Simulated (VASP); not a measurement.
# Li2O in VASP: a series of runs

Runs on Li2O. Level: PBE. Tasks: single point.

All numbers are computed with VASP 6.6.1; they aren't measurements. Logs are shortened: lines on timing, memory, paths and dates and some standing lists are left out, and cuts for length are marked.

## Step 1: The cell of the first run

The structure is cubic, space group Fm-3m (No. 225). Conventional cell: a = 4.627 Å, b = 4.627 Å, c = 4.627 Å, α = 90.00°, β = 90.00°, γ = 90.00°. Li (site symmetry -43m) has 4 O at 2.00 Å and 6 Li at 2.31 Å within 2.7 Å. O (site symmetry m-3m) has 8 Li at 2.00 Å within 2.7 Å.

## Step 2: Single point, PBE

INCAR

```
ALGO     = Normal         # electronic algorithm
EDIFF    = 1E-6           # SCF threshold, eV
ENCUT    = 750            # plane-wave cutoff, eV
GGA      = PE             # functional
GGA_COMPAT= F            
ISIF     = 2              # what is computed and relaxed
ISMEAR   = 0              # smearing method
LASPH    = T              # aspherical terms in the spheres
LCHARG   = F              # write CHGCAR
LREAL    = F              # projectors in reciprocal space
LWAVE    = F              # write WAVECAR
NBANDS   = 13             # bands
NELM     = 120            # most SCF steps
PREC     = Accurate       # precision mode
SIGMA    = 0.15           # smearing width, eV
```

KPOINTS

```
k-points
0
Gamma
  5 5 5
```

POSCAR

```
Li2O
1.0
    0.0000000000      2.3135278973      2.3135278973
    2.3135278973      0.0000000000      2.3135278973
    2.3135278973      2.3135278973      0.0000000000
Li O
2 1
Direct
    0.2500000000      0.2500000000      0.2500000000
    0.7500000000      0.7500000000      0.7500000000
    0.0000000000      0.0000000000      0.0000000000
```

Potentials or basis: VASP PAW PBE potentials, release 64 (Li_sv, O).

On the command line:

```
$ cat potpaw_PBE.64/Li_sv/POTCAR potpaw_PBE.64/O/POTCAR > POTCAR
$ mpirun -np 1 vasp_std > vasp.out
```

OUTCAR:

```text
EDIFF = 1E-6
   ENCUT = 750
   GGA = PE
   ISIF = 2
   ISMEAR = 0
   LASPH = T
   LREAL = F
   NELM = 120
   PREC = Accurate

 ion  position               nearest neighbor table
   1  0.250  0.250  0.250-   3 2.00   3 2.00   3 2.00   3 2.00   2 2.31   2 2.31   2 2.31   2 2.31
                             2 2.31   2 2.31
   2  0.750  0.750  0.750-   3 2.00   3 2.00   3 2.00   3 2.00   1 2.31   1 2.31   1 2.31   1 2.31
                             1 2.31   1 2.31
   3  0.000  0.000  0.000-   2 2.00   2 2.00   2 2.00   1 2.00   2 2.00   1 2.00   1 2.00   1 2.00

  LATTYP: Found a face centered cubic cell.
 ALAT       =     4.6270557946

  Lattice vectors:

 A1 = (   0.0000000000,   2.3135278973,   2.3135278973)
 A2 = (   2.3135278973,   0.0000000000,   2.3135278973)
 A3 = (   2.3135278973,   2.3135278973,   0.0000000000)

Analysis of symmetry for initial positions (statically):
=====================================================================
 Subroutine PRICEL returns:
 Original cell was already a primitive cell.

 Routine SETGRP: Setting up the symmetry group for a
 face centered cubic supercell.

 Subroutine GETGRP returns: Found 48 space group operations
 (whereof 48 operations were pure point group operations)
 out of a pool of 48 trial point group operations.

The static configuration has the point symmetry O_h .

Analysis of symmetry for dynamics (positions and initial velocities):
=====================================================================
 Subroutine PRICEL returns:
 Original cell was already a primitive cell.

 Routine SETGRP: Setting up the symmetry group for a
 face centered cubic supercell.

 Subroutine GETGRP returns: Found 48 space group operations
 (whereof 48 operations were pure point group operations)
 out of a pool of 48 trial point group operations.

The dynamic configuration has the point symmetry O_h .

 Subroutine INISYM returns: Found 48 space group operations
 (whereof 48 operations are pure point group operations),
 and found     1 'primitive' translations

----------------------------------------------------------------------------------------

                                     Primitive cell

  volume of cell :      24.7659

  direct lattice vectors                    reciprocal lattice vectors
     0.000000000  2.313527897  2.313527897    -0.216120152  0.216120152  0.216120152
     2.313527897  0.000000000  2.313527897     0.216120152 -0.216120152  0.216120152
     2.313527897  2.313527897  0.000000000     0.216120152  0.216120152 -0.216120152

  length of vectors
     3.271822529  3.271822529  3.271822529     0.374331083  0.374331083  0.374331083

  position of ions in fractional coordinates (direct lattice)
     0.250000000  0.250000000  0.250000000
     0.750000000  0.750000000  0.750000000
     0.000000000  0.000000000  0.000000000

  ion indices of the primitive-cell ions
   primitive index   ion index
                 1           1
                 2           2
                 3           3

----------------------------------------------------------------------------------------

 KPOINTS: k-points

Automatic generation of k-mesh.
 Grid dimensions read from file:
 generate k-points for:    5    5    5

 Generating k-lattice:

  Cartesian coordinates                     Fractional coordinates (reciprocal lattice)
    -0.043224030  0.043224030  0.043224030     0.200000000  0.000000000  0.000000000
     0.043224030 -0.043224030  0.043224030     0.000000000  0.200000000  0.000000000
     0.043224030  0.043224030 -0.043224030     0.000000000  0.000000000  0.200000000

  Length of vectors
     0.074866217  0.074866217  0.074866217

  Shift w.r.t. Gamma in fractional coordinates (k-lattice)
     0.000000000  0.000000000  0.000000000

 Subroutine IBZKPT returns following result:
 ===========================================

 Found     10 irreducible k-points:

 Following reciprocal coordinates:
            Coordinates               Weight
  0.000000  0.000000  0.000000      1.000000
  0.200000  0.000000  0.000000      8.000000
  0.400000  0.000000  0.000000      8.000000
  0.200000  0.200000  0.000000      6.000000
  0.400000  0.200000  0.000000     24.000000
 -0.400000  0.200000  0.000000     24.000000
 -0.200000  0.200000  0.000000     12.000000
  0.400000  0.400000  0.000000      6.000000
 -0.400000  0.400000  0.000000     12.000000
 -0.400000  0.400000  0.200000     24.000000
   k-points           NKPTS =     10   k-points in BZ     NKDIM =     10   number of bands    NBANDS=     13
   number of dos      NEDOS =    301   number of ions     NIONS =      3
   total plane-waves  NPLWV =  27000
   dimension x,y,z NGX =    30 NGY =   30 NGZ =   30
   dimension x,y,z NGXF=    60 NGYF=   60 NGZF=   60
   ions per type =               2   1
   NGX,Y,Z   is equivalent  to a cutoff of  15.24, 15.24, 15.24 a.u.
   NGXF,Y,Z  is equivalent  to a cutoff of  30.49, 30.49, 30.49 a.u.
 SYSTEM =  unknown system
   PREC   = accura    normal or accurate (medium, high low for compatibility)
   ISTART =      0    job   : 0-new  1-cont  2-samecut
   ICHARG =      2    charge: 1-file 2-atom 10-const
   ISPIN  =      1    spin polarized calculation?
   LNONCOLLINEAR =      F non collinear calculations
   LSORBIT =      F    spin-orbit coupling
   LASPH  =      T    aspherical Exc in radial PAW
   ENCUT  =  750.0 eV  55.12 Ry    7.42 a.u.   7.31  7.31  7.31*2*pi/ulx,y,z
   NELM   =    120;   NELMIN=  2; NELMDL= -5     # of ELM steps
   EDIFF  = 0.1E-05   stopping-criterion for ELM
   LREAL  =      F    real-space projection
   EDIFFG = 0.1E-04   stopping-criterion for IOM
   NSW    =      0    number of steps for IOM
   IBRION =     -1    ionic relax: 0-MD 1-quasi-New 2-CG
   NFREE  =      0    steps in history (QN), initial steepest desc. (CG)
   ISIF   =      2    stress and relaxation
   ISYM   =      2    0-nonsym 1-usesym 2-fastsym
   POTIM  = 0.5000    time-step for ionic-motion
   TEBEG  =    0.0;   TEEND  =   0.0 temperature during run
   PSTRESS=    0.0 pullay stress
   NELECT =      12.0000    total number of electrons
   NUPDOWN=      -1.0000    fix difference up-down
   EMIN   =  10.00;   EMAX   =-10.00  energy-range for DOS
   EFERMI =   0.00;   METHOD = LEGACY
   ISMEAR =     0;   SIGMA  =   0.15  broadening in eV -4-tet -1-fermi 0-gaus
   EFERMI_NEDOS =   21; number of points for ismear=-14 and -15
   IALGO  =     38    algorithm
   IMIX   =      4    mixing-type and parameters
     AMIX     =   0.40;   BMIX     =  1.00
     AMIX_MAG =   1.60;   BMIX_MAG =  1.00
  volume/ion in A,a.u.               =       8.26        55.71
  Fermi-wavevector in a.u.,A,eV,Ry     =   1.285831  2.429868 22.495342  1.653361
  Thomas-Fermi vector in A             =   2.417942
   LORBIT       =      0    0 simple, 1 ext, 2 COOP (PROOUT), +10 PAW based schemes
   GGA     = PE    functional components
   LHFCALC =     F    Hartree Fock is set to
   AEXX    =    0.0000 exact exchange contribution
   IVDW    =     0    specifies the selected vdW correction
   LEPSILON=     F    determine dielectric tensor
   LRPA    =     F    only Hartree local field effects (RPA)
 non-spin polarized calculation
 Gauss-broadening in eV      SIGMA  =   0.15
  energy-cutoff  :      750.00
  volume of cell :       24.77
 maximum number of plane-waves:      1170
 NGX is ok and might be reduce to    30
   NGX = 15   NGY = 15   NGZ = 15

 number of electron      11.9999999 magnetization

 Free energy of the ion-electron system (eV)
  ---------------------------------------------------
  ext. energy  EPLUGINS =         0.00000000
  ---------------------------------------------------
  free energy    TOTEN  =       -14.35606368 eV

  energy without entropy =      -14.35606368  energy(sigma->0) =      -14.35606368

 E-fermi :   2.0990     XC(G=0):  -9.7317

 val. band max:        1.3085970356   @ k =   0.0000   0.0000   0.0000
 cond. band min:       6.5390483500   @ k =   0.0000   0.0000   0.0000
 fundamental gap:      5.2304513144
 Fermi energy:         2.0989979671

 k-point     1 :       0.0000    0.0000    0.0000
  band No.  band energies     occupation
      1     -41.6845      2.00000
      2     -41.3600      2.00000
      3     -14.1321      2.00000
      4       1.3086      2.00000
      5       1.3086      2.00000
      6       1.3086      2.00000
      7       6.5390      0.00000
      8      13.2176      0.00000
      9      13.2176      0.00000
     10      13.2176      0.00000
     11      20.2577      0.00000
     12      20.2577      0.00000
     13      20.2577      0.00000

 k-point     2 :       0.2000    0.0000    0.0000
  band No.  band energies     occupation
      1     -41.6489      2.00000
      2     -41.3869      2.00000
      3     -14.0592      2.00000
      4       0.1891      2.00000
      5       1.1438      2.00000
      6       1.1438      2.00000
      7       7.5105      0.00000
      8      13.1504      0.00000
      9      13.6303      0.00000
     10      13.6303      0.00000
     11      18.2252      0.00000
     12      18.2252      0.00000
     13      21.4623      0.00000

 k-point     3 :       0.4000    0.0000    0.0000
  band No.  band energies     occupation
      1     -41.5607      2.00000
      2     -41.4609      2.00000
      3     -13.9297      2.00000
      4      -1.2344      2.00000
      5       0.9041      2.00000
      6       0.9041      2.00000
      7       9.5538      0.00000
      8      11.9252      0.00000
      9      13.4548      0.00000
     10      13.4548      0.00000
     11      18.7223      0.00000
     12      18.7223      0.00000
     13      23.5986      0.00000
[... 81 lines left out ...]
 k-point     9 :      -0.4000    0.4000    0.0000
  band No.  band energies     occupation
      1     -41.5375      2.00000
      2     -41.4723      2.00000
      3     -13.8536      2.00000
      4      -0.5334      2.00000
      5      -0.2358      2.00000
      6       0.1296      2.00000
      7       7.3664      0.00000
      8      13.3973      0.00000
      9      14.6320      0.00000
     10      15.7064      0.00000
     11      17.6701      0.00000
     12      21.6957      0.00000
     13      22.7818      0.00000

 k-point    10 :      -0.4000    0.4000    0.2000
  band No.  band energies     occupation
      1     -41.5326      2.00000
      2     -41.4793      2.00000
      3     -13.8642      2.00000
      4      -0.7284      2.00000
      5      -0.0571      2.00000
      6       0.2191      2.00000
      7       8.3859      0.00000
      8      11.9886      0.00000
      9      14.9938      0.00000
     10      15.2785      0.00000
     11      17.9424      0.00000
     12      20.4469      0.00000
     13      23.8767      0.00000

------------------------ aborting loop because EDIFF is reached ----------------------------------------

  FORCE on cell =-STRESS in cart. coord.  units (eV):
  Direction    XX          YY          ZZ          XY          YZ          ZX
  --------------------------------------------------------------------------------------
  -------------------------------------------------------------------------------------
  Total       -0.0586196     -0.0586196     -0.0586196      0.0000000      0.0000000     -0.0000000
  in kB       -3.7922699     -3.7922699     -3.7922699      0.0000000      0.0000000     -0.0000000
  external PRESSURE =      -3.7922699 kB  Pullay stress =       0.0000000 kB

 VOLUME and BASIS-vectors are now :
 -----------------------------------------------------------------------------
  energy-cutoff  :      750.00
  volume of cell :       24.77
      direct lattice vectors                 reciprocal lattice vectors
     0.000000000  2.313527897  2.313527897    -0.216120152  0.216120152  0.216120152
     2.313527897  0.000000000  2.313527897     0.216120152 -0.216120152  0.216120152
     2.313527897  2.313527897  0.000000000     0.216120152  0.216120152 -0.216120152

 POSITION                                       TOTAL-FORCE (eV/Angst)
 -----------------------------------------------------------------------------------
      1.15676      1.15676      1.15676         0.000000      0.000000     -0.000000
      3.47029      3.47029      3.47029        -0.000000     -0.000000      0.000000
      0.00000      0.00000      0.00000        -0.000000      0.000000     -0.000000
 -----------------------------------------------------------------------------------
    total drift:                                0.000000     -0.000000      0.000000

  FREE ENERGIE OF THE ION-ELECTRON SYSTEM (eV)
  ---------------------------------------------------
  free  energy   TOTEN  =       -14.3560636849 eV

  energy  without entropy=      -14.3560636849  energy(sigma->0) =      -14.35606368
```

It took 14 s on 1 thread of Intel Xeon 8259CL, shared host; peak memory 0.15 GiB.

Results:

```yaml
Free_energy: -14.3561 eV
Pressure: -0.4 GPa
Band_gap_on_the_k_mesh: 5.23 eV, direct
```

Caveat: the k points lie up to 0.47 Å⁻¹ apart.

## Step 3: Single point, PBE

This run uses another cell than the first one, of 8.29 Å³/atom, 1.004 times its volume.

INCAR

```
SYSTEM = Li2O
PREC = Accurate
ENCUT = 750
EDIFF = 1E-6
ISMEAR = 0
SIGMA = 0.15
LREAL = .False.
LASPH = .True.
NELM = 120
ALGO = Normal
ISIF = 2
LWAVE = .False.
LCHARG = .False.
GGA = PE
NBANDS = 13
GGA_COMPAT = .False.
```

KPOINTS

```
regular mesh
0
Gamma
  4 4 4
  0 0 0
```

POSCAR

```
Li2O
1.0
    1.6409980854      0.9474306863      2.6646344918
   -1.6409980854      0.9474306863      2.6646344918
    0.0000000000     -1.8948613727      2.6646344918
Li O
2 1
Direct
    0.2499847506      0.2499847506      0.2499847506
    0.7500152494      0.7500152494      0.7500152494
    0.5000000000      0.5000000000      0.5000000000
```

Potentials or basis: VASP PAW PBE potentials, release 64 (Li_sv, O).

On the command line:

```
$ cat potpaw_PBE.64/Li_sv/POTCAR potpaw_PBE.64/O/POTCAR > POTCAR
$ mpirun -np 1 vasp_std > vasp.out
```

Wall time 16 s (1 thread of Intel Xeon 8259CL, shared host); peak memory 0.16 GiB.

The run converged. Its results:

- Free energy: -14.3534 eV
- Pressure: -0.7 GPa
- Band gap on the k mesh: 4.95 eV, indirect (least direct gap 5.19 eV)

Stress tensor (GPa, compression positive):
```
-0.87  0.00  0.00
 0.00 -0.87  0.00
 0.00  0.00 -0.24
```

Levels at points of the mesh, in eV from the valence-band top:
```tsv
k point	band 2	band 3	band 4	band 5	band 6	band 7	band 8	band 9	band 10	band 11
(0.00, 0.00, 0.00)	-42.69	-15.44	-0.01	-0.01	0.00	5.19	11.84	11.84	11.96	18.89
(0.50, 0.00, 0.00)	-42.84	-15.22	-2.76	-0.45	-0.44	9.14	9.71	12.00	12.05	17.67
(0.50, 0.50, 0.00)	-42.78	-15.17	-1.60	-1.39	-1.36	4.95	13.42	13.47	14.59	15.63
(0.50, 0.50, 0.50)	-42.84	-15.21	-2.76	-0.46	-0.46	9.17	9.72	11.95	11.95	17.71
```

Caveat: the k points lie up to 0.59 Å⁻¹ apart.

## Step 4: Single point, PBE

INCAR

```
SYSTEM = Li2O
PREC = Accurate
ENCUT = 750
EDIFF = 1E-6
ISMEAR = 0
SIGMA = 0.1
LREAL = .FALSE.
LASPH = .TRUE.
NELM = 120
ALGO = Normal
ISIF = 2
LWAVE = .FALSE.
LCHARG = .FALSE.
GGA = PE
NBANDS = 13
GGA_COMPAT = .FALSE.
```

KPOINTS

```
regular mesh
0
G
  6 6 6
  0 0 0
```

POSCAR

```
Li2O
1.0
    0.0000000000      2.3120437301      2.3120437301
    2.3120437301      0.0000000000      2.3120437301
    2.3120437301      2.3120437301      0.0000000000
Li O
2 1
Direct
    0.7500000000      0.7500000000      0.7500000000
    0.2500000000      0.2500000000      0.2500000000
    0.0000000000      0.0000000000      0.0000000000
```

On the command line:

```
$ cat potpaw_PBE.64/Li_sv/POTCAR potpaw_PBE.64/O/POTCAR > POTCAR
$ mpirun -np 1 vasp_std > vasp.out
```

Wall time 19 s (1 thread of Intel Xeon 8259CL, shared host); peak memory 0.16 GiB.

It converged, with:

```yaml
Free_energy: -14.3561 eV
Pressure: -0.2 GPa
Band_gap_on_the_k_mesh: 4.97 eV, indirect (least direct gap 5.24 eV)
```

Levels at points of the mesh, in eV from the valence-band top:
| k point | band 4 | band 5 | band 6 | band 7 | band 8 | band 9 |
| --- | --- | --- | --- | --- | --- | --- |
| (0.00, 0.00, 0.00) | 0.00 | 0.00 | 0.00 | 5.24 | 11.92 | 11.92 |
| (0.50, 0.00, 0.00) | -2.76 | -0.44 | -0.44 | 9.19 | 9.78 | 12.05 |
| (0.50, 0.50, 0.00) | -1.60 | -1.38 | -1.38 | 4.97 | 13.51 | 13.51 |

A k mesh can miss the band edges.

## Step 5: Single point, PBE

This run uses another cell than the first one, of 8.21 Å³/atom, 0.995 times its volume.

INCAR

```
PREC = Accurate
ENCUT = 750
EDIFF = 1E-6
ISMEAR = 0
SIGMA = 0.1
LREAL = F
LASPH = T
NELM = 120
ALGO = Normal
ISIF = 2
LWAVE = F
LCHARG = F
GGA = PE
NBANDS = 13
GGA_COMPAT = F
```

KPOINTS

```
Automatic mesh
0
Gamma
  6 6 6
```

POSCAR

```
Li2O
1.0
    0.0000000000      2.3094999800      2.3094999800
    2.3094999800      0.0000000000      2.3094999800
    2.3094999800      2.3094999800      0.0000000000
Li O
2 1
Direct
    0.2500000000      0.2500000000      0.2500000000
    0.7500000000      0.7500000000      0.7500000000
    0.0000000000      0.0000000000      0.0000000000
```

On the command line:

```
$ cat potpaw_PBE.64/Li_sv/POTCAR potpaw_PBE.64/O/POTCAR > POTCAR
$ mpirun -np 1 vasp_std > vasp.out
```

It took 20 s on 1 thread of Intel Xeon 8259CL, shared host; peak memory 0.16 GiB.

It converged, with:

| Quantity | Value |
| --- | --- |
| Free energy | -14.3560 eV |
| Pressure | 0.0 GPa |
| Band gap on the k mesh | 4.98 eV, indirect (least direct gap 5.27 eV) |

Levels at points of the mesh, in eV from the valence-band top:
| k point | band 3 | band 4 | band 5 | band 6 | band 7 | band 8 | band 9 | band 10 |
| --- | --- | --- | --- | --- | --- | --- | --- | --- |
| (0.00, 0.00, 0.00) | -15.45 | 0.00 | 0.00 | 0.00 | 5.27 | 11.94 | 11.94 | 11.94 |
| (0.50, 0.00, 0.00) | -15.22 | -2.77 | -0.45 | -0.45 | 9.21 | 9.81 | 12.07 | 12.07 |
| (0.50, 0.50, 0.00) | -15.18 | -1.60 | -1.38 | -1.38 | 4.98 | 13.54 | 13.54 | 14.72 |

A k mesh can miss the band edges.

## Step 6: Summary

```tsv
cell	k mesh	smearing	gap on the mesh (eV)	pressure (GPa)
a = 3.272 Å, angles 60.0°, 3 atoms	5 × 5 × 5	gaussian 0.15 eV	5.23	-0.4
a = 3.270 Å, angles 60.2°, 3 atoms	4 × 4 × 4	gaussian 0.15 eV	4.95	-0.7
a = 3.270 Å, angles 60.0°, 3 atoms	6 × 6 × 6	gaussian 0.1 eV	4.97	-0.2
a = 3.266 Å, angles 60.0°, 3 atoms	6 × 6 × 6	gaussian 0.1 eV	4.98	0.0
```

Alike in all rows: task single point; level PBE; potentials or basis VASP PAW PBE potentials, release 64 (Li_sv, O); no spin polarisation; cutoff (eV) 750.

Caveats: some runs use coarse meshes.

Total energies depend on the potentials used, so only differences within one code and one set of settings carry meaning.
